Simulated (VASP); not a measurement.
# P: single point with LDA

The system is P.

```
P
1.0
    -1.69151    2.51517    1.85894
     1.69151   -2.51517    1.85894
     1.69151    2.51517   -1.85894
P
2
Direct
  0.80331 0.05331 0.75000
  0.19669 0.94669 0.25000
```

* Program: VASP 6.6.1
* Task: single point
* Functional: LDA
* Potentials or basis: VASP PAW LDA potentials, release 64 (P)
* Cutoff: 520 eV
* k mesh: 1 × 1 × 1
* Occupations: fermi-dirac, width 0.01 eV
* Spin: no spin polarisation

```yaml
Pressure: 136.5 GPa
Largest_force: 1.808 eV/Å
Band_gap_on_the_k_mesh: 3.25 eV
```

Forces on the atoms (eV/Å):
```
P    0.000  0.000 -1.808
P    0.000  0.000  1.808
```

Stress tensor (GPa, compression positive):
```
 94.89   0.00   0.00
  0.00 119.49   0.00
  0.00   0.00 195.25
```

Levels at points of the mesh, in eV from the valence-band top:
```
           k point  band 2  band 3  band 4  band 5  band 6  band 7  band 8  band 9
(0.00, 0.00, 0.00)   -0.95   -0.50   -0.38    0.00    3.25    4.13    6.40    6.77
```

It took 1.8 s on 1 thread of Intel Xeon 6975P-C (shared host), peak memory 0.12 GiB.

Caveat: the k points lie up to 2.51 Å⁻¹ apart; forces of over 1 eV/Å act on the atoms, so gaps and moduli don't describe the material at rest. A k mesh can miss the band edges.
